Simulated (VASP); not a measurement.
# RbBr (P4/mmm) in VASP: notebook

Runs on RbBr. Level: PBEsol. Tasks: single point.

Program: VASP 6.6.1. These are calculated values, not measurements. Logs are shortened: lines on timing, memory, paths and dates and some standing lists are left out, and cuts for length are marked.

**1. The cell of the first run**

Symmetry: P4/mmm, No. 123, tetragonal system. Conventional cell: a = 3.907 Å, b = 3.907 Å, c = 4.070 Å, α = 90.00°, β = 90.00°, γ = 90.00°. Rb (site symmetry 4/mmm) has 8 Br at 3.43 Å and 6 Rb at 3.91 to 4.07 Å within 4.5 Å. Br (site symmetry 4/mmm) has 8 Rb at 3.43 Å and 6 Br at 3.91 to 4.07 Å within 4.5 Å.

**2. Single point, PBEsol**

INCAR reads:

```
PREC = Accurate ; ENCUT = 520
EDIFF = 1E-6 ; ISMEAR = 0
SIGMA = 0.05 ; LREAL = False
LASPH = True ; NELM = 100
ALGO = Normal ; ISIF = 2
LWAVE = False ; LCHARG = True
GGA = PS ; LELF = True
LVHAR = True ; NBANDS = 15
```

KPOINTS reads:

```
regular mesh
0
Gamma
  6 6 6
```

POSCAR reads:

```
RbBr
1.0
    3.9073620998      0.0000000000      0.0000000000
    0.0000000000      3.9073620998      0.0000000000
    0.0000000000      0.0000000000      4.0701688540
Rb Br
1 1
Direct
    0.0000000000      0.0000000000      0.0000000000
    0.5000000000      0.5000000000      0.5000000000
```

Potentials or basis: VASP PAW PBE potentials, release 64 (Rb_sv, Br).

Started as:

```console
> cat potpaw_PBE.64/Rb_sv/POTCAR potpaw_PBE.64/Br/POTCAR > POTCAR
> mpirun -np 1 vasp_std > vasp.out
```

OUTCAR:

```text
PREC = Accurate
   ENCUT = 520
   EDIFF = 1E-6
   ISMEAR = 0
   LREAL = False
   LASPH = True
   NELM = 100
   ISIF = 2
   GGA = PS

 ion  position               nearest neighbor table
   1  0.000  0.000  0.000-   2 3.43   2 3.43   2 3.43   2 3.43   2 3.43   2 3.43   2 3.43   2 3.43

   2  0.500  0.500  0.500-   1 3.43   1 3.43   1 3.43   1 3.43   1 3.43   1 3.43   1 3.43   1 3.43

  LATTYP: Found a simple tetragonal cell.
 ALAT       =     3.9073620998
 C/A-ratio  =     1.0416666667

  Lattice vectors:

 A1 = (   3.9073620998,   0.0000000000,   0.0000000000)
 A2 = (   0.0000000000,   3.9073620998,   0.0000000000)
 A3 = (   0.0000000000,   0.0000000000,   4.0701688540)

Analysis of symmetry for initial positions (statically):
=====================================================================
 Subroutine PRICEL returns:
 Original cell was already a primitive cell.

 Routine SETGRP: Setting up the symmetry group for a
 simple tetragonal supercell.

 Subroutine GETGRP returns: Found 16 space group operations
 (whereof 16 operations were pure point group operations)
 out of a pool of 16 trial point group operations.

The static configuration has the point symmetry D_4h.

Analysis of symmetry for dynamics (positions and initial velocities):
=====================================================================
 Subroutine PRICEL returns:
 Original cell was already a primitive cell.

 Routine SETGRP: Setting up the symmetry group for a
 simple tetragonal supercell.

 Subroutine GETGRP returns: Found 16 space group operations
 (whereof 16 operations were pure point group operations)
 out of a pool of 16 trial point group operations.

The dynamic configuration has the point symmetry D_4h.

 Subroutine INISYM returns: Found 16 space group operations
 (whereof 16 operations are pure point group operations),
 and found     1 'primitive' translations

----------------------------------------------------------------------------------------

                                     Primitive cell

  volume of cell :      62.1412

  direct lattice vectors                    reciprocal lattice vectors
     3.907362100  0.000000000  0.000000000     0.255927138  0.000000000  0.000000000
     0.000000000  3.907362100  0.000000000     0.000000000  0.255927138  0.000000000
     0.000000000  0.000000000  4.070168854     0.000000000  0.000000000  0.245690053

  length of vectors
     3.907362100  3.907362100  4.070168854     0.255927138  0.255927138  0.245690053

  position of ions in fractional coordinates (direct lattice)
     0.000000000  0.000000000  0.000000000
     0.500000000  0.500000000  0.500000000

  ion indices of the primitive-cell ions
   primitive index   ion index
                 1           1
                 2           2

----------------------------------------------------------------------------------------

 KPOINTS: regular mesh

Automatic generation of k-mesh.
 Grid dimensions read from file:
 generate k-points for:    6    6    6

 Generating k-lattice:

  Cartesian coordinates                     Fractional coordinates (reciprocal lattice)
     0.042654523  0.000000000  0.000000000     0.166666667  0.000000000  0.000000000
     0.000000000  0.042654523  0.000000000     0.000000000  0.166666667  0.000000000
     0.000000000  0.000000000  0.040948342     0.000000000  0.000000000  0.166666667

  Length of vectors
     0.042654523  0.042654523  0.040948342

  Shift w.r.t. Gamma in fractional coordinates (k-lattice)
     0.000000000  0.000000000  0.000000000

 Subroutine IBZKPT returns following result:
 ===========================================

 Found     40 irreducible k-points:

 Following reciprocal coordinates:
            Coordinates               Weight
  0.000000  0.000000  0.000000      1.000000
  0.166667  0.000000  0.000000      4.000000
  0.333333  0.000000  0.000000      4.000000
  0.500000  0.000000  0.000000      2.000000
  0.166667  0.166667  0.000000      4.000000
  0.333333  0.166667  0.000000      8.000000
[... 16 lines left out ...]
  0.333333  0.000000  0.333333      8.000000
  0.500000  0.000000  0.333333      4.000000
 [... further k-points ...]
   k-points           NKPTS =     40   k-points in BZ     NKDIM =     40   number of bands    NBANDS=     15
   number of dos      NEDOS =    301   number of ions     NIONS =      2
   total plane-waves  NPLWV =  27000
   dimension x,y,z NGX =    30 NGY =   30 NGZ =   30
   dimension x,y,z NGXF=    60 NGYF=   60 NGZF=   60
   ions per type =               1   1
   NGX,Y,Z   is equivalent  to a cutoff of  12.76, 12.76, 12.25 a.u.
   NGXF,Y,Z  is equivalent  to a cutoff of  25.53, 25.53, 24.51 a.u.
 SYSTEM =  unknown system
   PREC   = accura    normal or accurate (medium, high low for compatibility)
   ISTART =      0    job   : 0-new  1-cont  2-samecut
   ICHARG =      2    charge: 1-file 2-atom 10-const
   ISPIN  =      1    spin polarized calculation?
   LNONCOLLINEAR =      F non collinear calculations
   LSORBIT =      F    spin-orbit coupling
   LASPH  =      T    aspherical Exc in radial PAW
   ENCUT  =  520.0 eV  38.22 Ry    6.18 a.u.   7.27  7.27  7.57*2*pi/ulx,y,z
   NELM   =    100;   NELMIN=  2; NELMDL= -5     # of ELM steps
   EDIFF  = 0.1E-05   stopping-criterion for ELM
   LREAL  =      F    real-space projection
   EDIFFG = 0.1E-04   stopping-criterion for IOM
   NSW    =      0    number of steps for IOM
   IBRION =     -1    ionic relax: 0-MD 1-quasi-New 2-CG
   NFREE  =      0    steps in history (QN), initial steepest desc. (CG)
   ISIF   =      2    stress and relaxation
   ISYM   =      2    0-nonsym 1-usesym 2-fastsym
   POTIM  = 0.5000    time-step for ionic-motion
   TEBEG  =    0.0;   TEEND  =   0.0 temperature during run
   PSTRESS=    0.0 pullay stress
   NELECT =      16.0000    total number of electrons
   NUPDOWN=      -1.0000    fix difference up-down
   EMIN   =  10.00;   EMAX   =-10.00  energy-range for DOS
   EFERMI =   0.00;   METHOD = LEGACY
   ISMEAR =     0;   SIGMA  =   0.05  broadening in eV -4-tet -1-fermi 0-gaus
   EFERMI_NEDOS =   21; number of points for ismear=-14 and -15
   IALGO  =     38    algorithm
   IMIX   =      4    mixing-type and parameters
     AMIX     =   0.40;   BMIX     =  1.00
     AMIX_MAG =   1.60;   BMIX_MAG =  1.00
  volume/ion in A,a.u.               =      31.07       209.67
  Fermi-wavevector in a.u.,A,eV,Ry     =   1.041490  1.968130 14.758246  1.084700
  Thomas-Fermi vector in A             =   2.176113
   LORBIT       =      0    0 simple, 1 ext, 2 COOP (PROOUT), +10 PAW based schemes
   GGA     = PS    functional components
   LHFCALC =     F    Hartree Fock is set to
   AEXX    =    0.0000 exact exchange contribution
   IVDW    =     0    specifies the selected vdW correction
   LEPSILON=     F    determine dielectric tensor
   LRPA    =     F    only Hartree local field effects (RPA)
 non-spin polarized calculation
 Gauss-broadening in eV      SIGMA  =   0.05
  energy-cutoff  :      520.00
  volume of cell :       62.14
 maximum number of plane-waves:      1693
 NGX is ok and might be reduce to    30
   NGX = 15   NGY = 15   NGZ = 15

 number of electron      16.0000002 magnetization

 Free energy of the ion-electron system (eV)
  ---------------------------------------------------
  ext. energy  EPLUGINS =         0.00000000
  ---------------------------------------------------
  free energy    TOTEN  =        -6.26418575 eV

  energy without entropy =       -6.26418575  energy(sigma->0) =       -6.26418575

 E-fermi :   0.2428     XC(G=0):  -8.6683

 val. band max:       -0.0533025805   @ k =   0.5000   0.0000   0.5000
 cond. band min:       4.1880984383   @ k =   0.0000   0.0000   0.0000
 fundamental gap:      4.2414010188
 Fermi energy:         0.2428122967

 k-point     1 :       0.0000    0.0000    0.0000
  band No.  band energies     occupation
      1     -25.0232      2.00000
      2     -12.9948      2.00000
      3      -9.0285      2.00000
      4      -8.9702      2.00000
      5      -8.9702      2.00000
      6      -0.4313      2.00000
      7      -0.2045      2.00000
      8      -0.2045      2.00000
      9       4.1881      0.00000
     10       5.0746      0.00000
     11       5.2228      0.00000
     12       9.9607      0.00000
     13       9.9607      0.00000
     14      10.3551      0.00000
     15      12.6492      0.00000

 k-point     2 :       0.1667    0.0000    0.0000
  band No.  band energies     occupation
      1     -25.0128      2.00000
      2     -12.9935      2.00000
      3      -9.0331      2.00000
      4      -9.0055      2.00000
      5      -8.9501      2.00000
      6      -0.8739      2.00000
      7      -0.4720      2.00000
      8      -0.2297      2.00000
      9       4.8898      0.00000
     10       5.3813      0.00000
     11       6.0018      0.00000
     12       9.7866      0.00000
     13      10.1236      0.00000
     14      10.1490      0.00000
     15      11.5531      0.00000

 k-point     3 :       0.3333    0.0000    0.0000
  band No.  band energies     occupation
      1     -24.9920      2.00000
      2     -12.9960      2.00000
      3      -9.1368      2.00000
      4      -8.9588      2.00000
      5      -8.9093      2.00000
      6      -1.8552      2.00000
      7      -0.5577      2.00000
      8      -0.2839      2.00000
      9       5.9716      0.00000
     10       6.4264      0.00000
     11       7.5973      0.00000
     12       9.5524      0.00000
     13       9.7311      0.00000
     14       9.9398      0.00000
     15      10.6299      0.00000
[... 343 lines left out ...]
 k-point    23 :       0.3333    0.0000    0.3333
  band No.  band energies     occupation
      1     -24.9734      2.00000
      2     -12.8719      2.00000
      3      -9.3539      2.00000
      4      -9.1775      2.00000
      5      -8.8754      2.00000
      6      -1.5151      2.00000
      7      -1.1484      2.00000
      8      -0.1752      2.00000
      9       5.7608      0.00000
     10       6.5539      0.00000
     11       8.3644      0.00000
     12       8.9132      0.00000
     13       9.1349      0.00000
     14       9.6917      0.00000
     15      11.0918      0.00000

 k-point    24 :       0.5000    0.0000    0.3333
  band No.  band energies     occupation
      1     -24.9636      2.00000
      2     -12.8142      2.00000
      3      -9.4211      2.00000
      4      -9.2874      2.00000
      5      -8.8595      2.00000
      6      -1.6185      2.00000
      7      -1.1302      2.00000
      8      -0.1222      2.00000
      9       5.4950      0.00000
     10       6.4528      0.00000
     11       8.3061      0.00000
     12       8.4056      0.00000
     13       9.4792      0.00000
     14      10.5475      0.00000
     15      12.0428      0.00000

 [... further k-points ...]
[... 5 lines left out ...]
  --------------------------------------------------------------------------------------
  -------------------------------------------------------------------------------------
  Total        0.8811400      0.8811400      0.3626608      0.0000000      0.0000000      0.0000000
  in kB       22.7182957     22.7182957      9.3504271      0.0000000      0.0000000      0.0000000
  external PRESSURE =      18.2623395 kB  Pullay stress =       0.0000000 kB

 VOLUME and BASIS-vectors are now :
 -----------------------------------------------------------------------------
  energy-cutoff  :      520.00
  volume of cell :       62.14
      direct lattice vectors                 reciprocal lattice vectors
     3.907362100  0.000000000  0.000000000     0.255927138  0.000000000  0.000000000
     0.000000000  3.907362100  0.000000000     0.000000000  0.255927138  0.000000000
     0.000000000  0.000000000  4.070168854     0.000000000  0.000000000  0.245690053

 POSITION                                       TOTAL-FORCE (eV/Angst)
 -----------------------------------------------------------------------------------
      0.00000      0.00000      0.00000         0.000000      0.000000      0.000000
      1.95368      1.95368      2.03508         0.000000      0.000000      0.000000
 -----------------------------------------------------------------------------------
    total drift:                                0.000000     -0.000000     -0.000000

  FREE ENERGIE OF THE ION-ELECTRON SYSTEM (eV)
  ---------------------------------------------------
  free  energy   TOTEN  =        -6.2641857458 eV

  energy  without entropy=       -6.2641857458  energy(sigma->0) =       -6.26418575
```

Run time: 20 s. Hardware: 1 thread of Intel Xeon Platinum 8375C at 2.90GHz (Ice Lake), shared host; peak memory 0.18 GiB.

What came out:

```yaml
Free_energy: -6.2642 eV
Pressure: 1.8 GPa
Band_gap_on_the_k_mesh: 4.24 eV, indirect (least direct gap 4.39 eV)
```

Levels at points of the mesh, in eV from the valence-band top:
```
           k point  band 5  band 6  band 7  band 8  band 9  band 10  band 11  band 12
(0.00, 0.00, 0.00)   -8.92   -0.38   -0.15   -0.15    4.24     5.13     5.28    10.01
(0.50, 0.00, 0.00)   -8.84   -2.20   -0.55   -0.26    6.71     7.46     8.24     8.49
(0.50, 0.50, 0.00)   -8.82   -1.30   -1.30   -0.20    5.16     5.87     7.58     7.58
(0.00, 0.00, 0.50)   -8.85   -2.17   -0.32   -0.32    6.62     7.41     7.93     8.54
(0.50, 0.00, 0.50)   -8.80   -1.34   -1.22    0.00    5.09     6.21     7.95     8.09
(0.50, 0.50, 0.50)   -9.18   -1.80   -1.80   -1.72    8.29     8.53     8.53     9.53
```

Caveat: the PAW data sets were made with another functional, which shifts forces and pressure a little. Expect the measured gap to be larger: semilocal functionals such as PBEsol lack the derivative discontinuity.

**3. Single point, PBEsol**

This run uses another cell than the first one, of 31.94 Å³/atom, 1.028 times its volume.

INCAR reads:

```
PREC     = Accurate       # precision mode
ENCUT    = 520            # plane-wave cutoff, eV
EDIFF    = 1E-7           # SCF threshold, eV
ISMEAR   = 0              # smearing method
SIGMA    = 0.05           # smearing width, eV
LREAL    = F              # projectors in reciprocal space
LASPH    = T              # aspherical terms in the spheres
NELM     = 60             # most SCF steps
ALGO     = Normal         # electronic algorithm
ISIF     = 2              # what is computed and relaxed
LWAVE    = F              # write WAVECAR
LCHARG   = T              # write CHGCAR
GGA      = PS             # functional
LELF     = T              # ELF
LVHAR    = T            
NBANDS   = 15             # bands
```

KPOINTS is that of step 2.

POSCAR reads:

```
RbBr
1.0
    3.9614953456      0.0000000000      0.0000000000
    0.0000000000      3.9614953456      0.0000000000
    0.0000000000      0.0000000000      4.0701688540
Rb Br
1 1
Direct
    0.0000000000      0.0000000000      0.0000000000
    0.5000000000      0.5000000000      0.5000000000
```

Potentials or basis: VASP PAW PBE potentials, release 64 (Rb_sv, Br).

Started as:

```console
> cat potpaw_PBE.64/Rb_sv/POTCAR potpaw_PBE.64/Br/POTCAR > POTCAR
> mpirun -np 1 vasp_std > vasp.out
```

Run time: 23 s. Hardware: 1 thread of Intel Xeon Platinum 8375C at 2.90GHz (Ice Lake), shared host; peak memory 0.18 GiB.

It converged, with:

* Free energy: -6.2844 eV
* Pressure: 1.2 GPa
* Band gap on the k mesh: 4.18 eV, indirect (least direct gap 4.33 eV)

Stress tensor (GPa, compression positive):
```
1.46 0.00 0.00
0.00 1.46 0.00
0.00 0.00 0.59
```

Levels at points of the mesh, in eV from the valence-band top:
| k point | band 4 | band 5 | band 6 | band 7 | band 8 | band 9 | band 10 | band 11 | band 12 | band 13 |
| --- | --- | --- | --- | --- | --- | --- | --- | --- | --- | --- |
| (0.00, 0.00, 0.00) | -8.92 | -8.92 | -0.30 | -0.15 | -0.15 | 4.18 | 5.22 | 5.33 | 10.02 | 10.02 |
| (0.50, 0.00, 0.00) | -8.88 | -8.85 | -2.09 | -0.44 | -0.26 | 6.75 | 7.35 | 8.08 | 8.52 | 10.01 |
| (0.50, 0.50, 0.00) | -9.38 | -8.83 | -1.23 | -1.23 | -0.13 | 5.18 | 5.96 | 7.70 | 7.70 | 11.41 |
| (0.00, 0.00, 0.50) | -8.86 | -8.86 | -2.07 | -0.29 | -0.29 | 6.69 | 7.32 | 7.88 | 8.55 | 10.25 |
| (0.50, 0.00, 0.50) | -9.33 | -8.81 | -1.26 | -1.18 | 0.00 | 5.13 | 6.18 | 7.95 | 8.04 | 11.28 |
| (0.50, 0.50, 0.50) | -9.26 | -9.19 | -1.69 | -1.69 | -1.63 | 8.28 | 8.43 | 8.43 | 9.53 | 9.80 |

Caveat: the PAW data sets were made with another functional, which shifts forces and pressure a little.

(Continued in part 2 of 2.)
